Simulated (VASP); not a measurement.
Wanted: the native input for a VASP 6.6.1 run.

* Task: single point
* Functional: PBEsol
* Potentials or basis: VASP PAW PBE potentials, release 64 (Al, Cu)
* Cutoff: 520 eV
* k mesh: 16 × 16 × 6
* Occupations: gaussian, width 0.1 eV
* Spin: no spin polarisation
* Dipole correction: no
* Further INCAR settings: ALGO = Fast; EDIFF = 1e-07; NBANDS = 18

The structure of Al3Cu lies in POSCAR:

```
Al3Cu
1.0
    2.7525971046      0.0000000000      0.0000000000
    0.0000000000      2.7525971046      0.0000000000
    0.0000000000      0.0000000000      7.5207217869
Al Cu
3 1
Direct
    0.0000000000      0.0000000000      0.5000000000
    0.5000000000      0.5000000000      0.2220810407
    0.5000000000      0.5000000000      0.7779189593
    0.0000000000      0.0000000000      0.0000000000
```

This cell differs from its parent crystal: volume scaled by 0.97, then relaxed in part.

One way to write it, as run:

INCAR

```
SYSTEM = Al3Cu
  PREC = Accurate
  ENCUT = 520
  EDIFF = 1E-7
  ISMEAR = 0
  SIGMA = 0.1
  LREAL = .False.
  LASPH = .True.
  NELM = 100
  ALGO = Fast
  ISIF = 2
  LWAVE = .False.
  LCHARG = .False.
  GGA = PS
  NBANDS = 18
```

KPOINTS

```
regular mesh
0
Gamma
  16 16 6
  0 0 0
```

Potentials or basis: VASP PAW PBE potentials, release 64 (Al, Cu).

The run is started by

```bash
$ cat potpaw_PBE.64/Al/POTCAR potpaw_PBE.64/Cu/POTCAR > POTCAR
$ mpirun -np 1 vasp_std > vasp.out
```

It gave:

The pressure is 3.4 GPa, the largest force is 0.022 eV/Å and the band gap on the k mesh is zero (band 10 reaches 13.03 eV, above the bottom of band 11 at 6.84 eV).

Caveat: the PAW data sets were made with another functional, which shifts forces and pressure a little.

Run time: 2.1 min on 1 thread of AMD EPYC 9R45 96-Core Processor (Zen 5), on a shared host, peak memory 0.25 GiB.
